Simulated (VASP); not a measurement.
Here is a VASP 6.6.1 calculation.

File INCAR:

```
SYSTEM = PbS
ALGO = Normal
EDIFF = 1E-7
ENCUT = 520
GGA = PE
ISIF = 2
ISMEAR = -1
LASPH = .True.
LCHARG = .False.
LREAL = .False.
LWAVE = .False.
NBANDS = 17
NELM = 60
PREC = Accurate
SIGMA = 0.005
```

The input KPOINTS:

```
k-points
0
Gamma
  6 6 6
  0 0 0
```

POSCAR

```
PbS
1.0
    4.0896976867      0.0000000000      0.0000000000
   -2.0448488433      3.5417820905      0.0000000000
    0.0000000000      0.0000000000      3.7881670000
Pb S
1 1
Direct
    0.0000000000      0.0000000000      0.0000000000
    0.6666666667      0.3333333333      0.5000000000
```

Potentials or basis: VASP PAW PBE potentials, release 64 (Pb_d, S).

Command:

```bash
$ cat potpaw_PBE.64/Pb_d/POTCAR potpaw_PBE.64/S/POTCAR > POTCAR
$ mpirun -np 1 vasp_std > vasp.out
```

(1) Predict the band gap on the k mesh.

(2) Estimate the pressure.

Answers

(1) zero (band 10 reaches 5.29 eV, above the bottom of band 11 at 4.86 eV).

(2) -0.3 GPa.

Caveat: spin-orbit coupling is left out, which moves the levels of the heavy elements.
